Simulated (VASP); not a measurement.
# NaF (Villiaumite) (Fm-3m) in VASP: further runs, part 2 of 2

VASP 6.6.1. Earlier steps stand in the parts before.

## (4) Single point, r2SCAN

This run uses another cell than the first one, of 12.74 Å³/atom, 1.020 times its volume.

POSCAR

```
NaF
1.0
    0.0000000000      2.3353646862      2.3353646862
    2.3353646862      0.0000000000      2.3353646862
    2.3353646862      2.3353646862      0.0000000000
Na F
1 1
Direct
    0.0000000000      0.0000000000      0.0000000000
    0.5000000000      0.5000000000      0.5000000000
```

INCAR.step1

```
  PREC = Accurate
  ENCUT = 520
  ISMEAR = -1
  SIGMA = 0.05
  LREAL = F
  LASPH = T
  NELM = 60
  NBANDS = 14
  GGA = PE
  ALGO = Normal
  EDIFF = 1E-4
  LWAVE = T
  LCHARG = F
```

INCAR.step2

```
  PREC = Accurate
  ENCUT = 520
  EDIFF = 1E-6
  ISMEAR = -1
  SIGMA = 0.05
  LREAL = F
  LASPH = T
  NELM = 60
  ALGO = Normal
  ISIF = 2
  LWAVE = F
  LCHARG = F
  METAGGA = R2SCAN
  LMIXTAU = T
  NBANDS = 14
  ISTART = 1
```

KPOINTS

```
Automatic mesh
0
Gamma
  10 10 10
```

Command:

```bash
$ cat potpaw_PBE.64/Na_pv/POTCAR potpaw_PBE.64/F/POTCAR > POTCAR
$ cp INCAR.step1 INCAR
$ mpirun -np 1 vasp_std > vasp.out
$ cp INCAR.step2 INCAR
$ mpirun -np 1 vasp_std > vasp.out
```

It took 87 s on 1 thread of Intel Xeon Platinum 8375C at 2.90GHz (Ice Lake), shared host; peak memory 0.16 GiB.

The run converged. Its results:

```yaml
Free_energy: -12.5901 eV
Pressure: -3.0 GPa
Band_gap_on_the_k_mesh: 7.04 eV, direct
```

Levels at points of the mesh, in eV from the valence-band top:
```csv
k point,band 5,band 6,band 7,band 8,band 9,band 10
"(0.00, 0.00, 0.00)",0.00,0.00,0.00,7.04,19.61,19.61
"(0.50, 0.00, 0.00)",-1.50,-0.25,-0.25,11.47,13.21,21.15
"(0.50, 0.50, 0.00)",-1.23,-0.39,-0.39,13.83,13.85,14.60
```

Caveat: the PAW data sets were made with another functional, which shifts forces and pressure a little. r2SCAN opens gaps a little over a GGA but as a rule still falls short of measured ones.

## (5) Single point, r2SCAN

This run uses another cell than the first one, of 12.99 Å³/atom, 1.040 times its volume.

POSCAR

```
NaF
1.0
    0.0000000000      2.3505298169      2.3505298169
    2.3505298169      0.0000000000      2.3505298169
    2.3505298169      2.3505298169      0.0000000000
Na F
1 1
Direct
    0.0000000000      0.0000000000      0.0000000000
    0.5000000000      0.5000000000      0.5000000000
```

INCAR.step1

```
  PREC = Accurate
  ENCUT = 520
  ISMEAR = -1
  SIGMA = 0.05
  LREAL = False
  LASPH = True
  NELM = 60
  NBANDS = 14
  GGA = PE
  ALGO = Normal
  EDIFF = 1E-4
  LWAVE = True
  LCHARG = False
```

INCAR.step2

```
  PREC = Accurate
  ENCUT = 520
  EDIFF = 1E-7
  ISMEAR = -1
  SIGMA = 0.05
  LREAL = False
  LASPH = True
  NELM = 60
  ALGO = Normal
  ISIF = 2
  LWAVE = False
  LCHARG = False
  METAGGA = R2SCAN
  LMIXTAU = True
  NBANDS = 14
  ISTART = 1
```

KPOINTS

```
regular mesh
0
Gamma
  10 10 10
```

Command:

```bash
$ cat potpaw_PBE.64/Na_pv/POTCAR potpaw_PBE.64/F/POTCAR > POTCAR
$ cp INCAR.step1 INCAR
$ mpirun -np 1 vasp_std > vasp.out
$ cp INCAR.step2 INCAR
$ mpirun -np 1 vasp_std > vasp.out
```

Run time: 1.9 min. Hardware: 1 thread of Intel Xeon Platinum 8375C at 2.90GHz (Ice Lake), shared host; peak memory 0.16 GiB.

It converged, with:

- Free energy: -12.5802 eV
- Pressure: -3.7 GPa
- Band gap on the k mesh: 6.93 eV, direct

Levels at points of the mesh, in eV from the valence-band top:
```
           k point  band 5  band 6  band 7  band 8  band 9  band 10
(0.00, 0.00, 0.00)    0.00    0.00    0.00    6.93   19.47    19.47
(0.50, 0.00, 0.00)   -1.46   -0.24   -0.24   11.35   13.04    20.93
(0.50, 0.50, 0.00)   -1.20   -0.38   -0.38   13.69   13.76    14.41
```

Caveat: the PAW data sets were made with another functional, which shifts forces and pressure a little. A k mesh can miss the band edges.

## (6) Single point, r2SCAN

This run uses another cell than the first one, of 13.24 Å³/atom, 1.060 times its volume.

POSCAR

```
NaF
1.0
    0.0000000000      2.3655017480      2.3655017480
    2.3655017480      0.0000000000      2.3655017480
    2.3655017480      2.3655017480      0.0000000000
Na F
1 1
Direct
    0.0000000000      0.0000000000      0.0000000000
    0.5000000000      0.5000000000      0.5000000000
```

INCAR.step1

```
ALGO     = Normal         # electronic algorithm
EDIFF    = 1E-4           # SCF threshold, eV
ENCUT    = 520            # plane-wave cutoff, eV
GGA      = PE             # functional
ISMEAR   = -1             # smearing method
LASPH    = T              # aspherical terms in the spheres
LCHARG   = F              # write CHGCAR
LREAL    = F              # projectors in reciprocal space
LWAVE    = T              # write WAVECAR
NBANDS   = 14             # bands
NELM     = 80             # most SCF steps
PREC     = Accurate       # precision mode
SIGMA    = 0.05           # smearing width, eV
```

INCAR.step2

```
ALGO     = Normal         # electronic algorithm
EDIFF    = 1E-6           # SCF threshold, eV
ENCUT    = 520            # plane-wave cutoff, eV
ISIF     = 2              # what is computed and relaxed
ISMEAR   = -1             # smearing method
ISTART   = 1            
LASPH    = T              # aspherical terms in the spheres
LCHARG   = F              # write CHGCAR
LMIXTAU  = T            
LREAL    = F              # projectors in reciprocal space
LWAVE    = F              # write WAVECAR
METAGGA  = R2SCAN         # meta-GGA
NBANDS   = 14             # bands
NELM     = 80             # most SCF steps
PREC     = Accurate       # precision mode
SIGMA    = 0.05           # smearing width, eV
```

KPOINTS

```
k-points
0
Gamma
  10 10 10
```

Potentials or basis: VASP PAW PBE potentials, release 64 (Na_pv, F).

Command:

```bash
$ cat potpaw_PBE.64/Na_pv/POTCAR potpaw_PBE.64/F/POTCAR > POTCAR
$ cp INCAR.step1 INCAR
$ mpirun -np 1 vasp_std > vasp.out
$ cp INCAR.step2 INCAR
$ mpirun -np 1 vasp_std > vasp.out
```

OUTCAR:

```text
EDIFF = 1E-6
   ENCUT = 520
   ISIF = 2
   ISMEAR = -1
   ISTART = 1
   LASPH = T
   LREAL = F
   METAGGA = R2SCAN
   NELM = 80
   PREC = Accurate

 ion  position               nearest neighbor table
   1  0.000  0.000  0.000-
   2  0.500  0.500  0.500-

  LATTYP: Found a face centered cubic cell.
 ALAT       =     4.7310034960

  Lattice vectors:

 A1 = (   0.0000000000,   2.3655017480,   2.3655017480)
 A2 = (   2.3655017480,   0.0000000000,   2.3655017480)
[... 583 lines left out ...]
      8       8.0414      0.00000
      9      11.2521      0.00000
     10      14.3373      0.00000
     11      17.0834      0.00000
     12      17.1734      0.00000
     13      22.6849      0.00000
     14      23.9936      0.00000

 [... further k-points ...]
[... 5 lines left out ...]
  --------------------------------------------------------------------------------------
  -------------------------------------------------------------------------------------
  Total       -0.7252768     -0.7252768     -0.7252768      0.0000000      0.0000000      0.0000000
  in kB      -43.8949465    -43.8949465    -43.8949465      0.0000000      0.0000000      0.0000000
  external PRESSURE =     -43.8949465 kB  Pullay stress =       0.0000000 kB

 VOLUME and BASIS-vectors are now :
 -----------------------------------------------------------------------------
  energy-cutoff  :      520.00
  volume of cell :       26.47
      direct lattice vectors                 reciprocal lattice vectors
     0.000000000  2.365501748  2.365501748    -0.211371647  0.211371647  0.211371647
     2.365501748  0.000000000  2.365501748     0.211371647 -0.211371647  0.211371647
     2.365501748  2.365501748  0.000000000     0.211371647  0.211371647 -0.211371647

 POSITION                                       TOTAL-FORCE (eV/Angst)
 -----------------------------------------------------------------------------------
      0.00000      0.00000      0.00000         0.000000      0.000000      0.000000
      2.36550      2.36550      2.36550        -0.000000     -0.000000     -0.000000
 -----------------------------------------------------------------------------------
    total drift:                                0.000000      0.000000      0.000000

  FREE ENERGIE OF THE ION-ELECTRON SYSTEM (eV)
  ---------------------------------------------------
  free  energy   TOTEN  =       -12.5681460964 eV

  energy  without entropy=      -12.5681460963  energy(sigma->0) =      -12.56814610
```

OUTCAR.step1:

```text
EDIFF = 1E-4
   ENCUT = 520
   GGA = PE
   ISMEAR = -1
   LASPH = T
   LREAL = F
[... 627 lines left out ...]
 -----------------------------------------------------------------------------------
      0.00000      0.00000      0.00000         0.000000      0.000000      0.000000
      2.36550      2.36550      2.36550        -0.000000     -0.000000     -0.000000
 -----------------------------------------------------------------------------------
    total drift:                                0.000000      0.000000      0.000000

  FREE ENERGIE OF THE ION-ELECTRON SYSTEM (eV)
  ---------------------------------------------------
  free  energy   TOTEN  =        -8.5684953533 eV

  energy  without entropy=       -8.5684953532  energy(sigma->0) =       -8.56849535
```

Run time: 82 s. Hardware: 1 thread of Intel Xeon Platinum 8375C at 2.90GHz (Ice Lake), shared host; peak memory 0.16 GiB.

Results:

```yaml
Free_energy: -12.5681 eV
Pressure: -4.4 GPa
Band_gap_on_the_k_mesh: 6.83 eV, direct
```

Levels at points of the mesh, in eV from the valence-band top:
| k point | band 4 | band 5 | band 6 | band 7 | band 8 | band 9 | band 10 | band 11 |
| --- | --- | --- | --- | --- | --- | --- | --- | --- |
| (0.00, 0.00, 0.00) | -19.69 | 0.00 | 0.00 | 0.00 | 6.83 | 19.33 | 19.33 | 19.33 |
| (0.50, 0.00, 0.00) | -19.18 | -1.42 | -0.23 | -0.23 | 11.23 | 12.88 | 20.72 | 20.72 |
| (0.50, 0.50, 0.00) | -19.73 | -1.17 | -0.37 | -0.37 | 13.53 | 13.68 | 14.22 | 20.28 |

Caveat: the PAW data sets were made with another functional, which shifts forces and pressure a little.

## (7) The runs side by side

```csv
task,level,cell,cutoff (eV),gap on the mesh (eV),pressure (GPa)
relaxation of cell and atoms,PBEsol,"relaxed to 30 GPa from a = 3.281 Å, angles 60.0°, 2 atoms",600,8.10,30.1
single point,r2SCAN,"a = 3.281 Å, angles 60.0°, 2 atoms",520,7.15,-2.0
single point,r2SCAN,"a = 3.303 Å, angles 60.0°, 2 atoms",520,7.04,-3.0
single point,r2SCAN,"a = 3.324 Å, angles 60.0°, 2 atoms",520,6.93,-3.7
single point,r2SCAN,"a = 3.345 Å, angles 60.0°, 2 atoms",520,6.83,-4.4
```

Alike in all rows: potentials or basis VASP PAW PBE potentials, release 64 (Na_pv, F); no spin polarisation; k mesh 10 × 10 × 10; smearing fermi-dirac 0.05 eV.

Caveats: the PAW data sets were made with another functional, which shifts forces and pressure a little; the cell is relaxed towards a set pressure, so the enthalpy falls and the energy may rise (some runs); the volume moved by over 15 % at a fixed basis, so the end points are rough (some runs).

Total energies depend on the potentials used, so only differences within one code and one set of settings carry meaning.
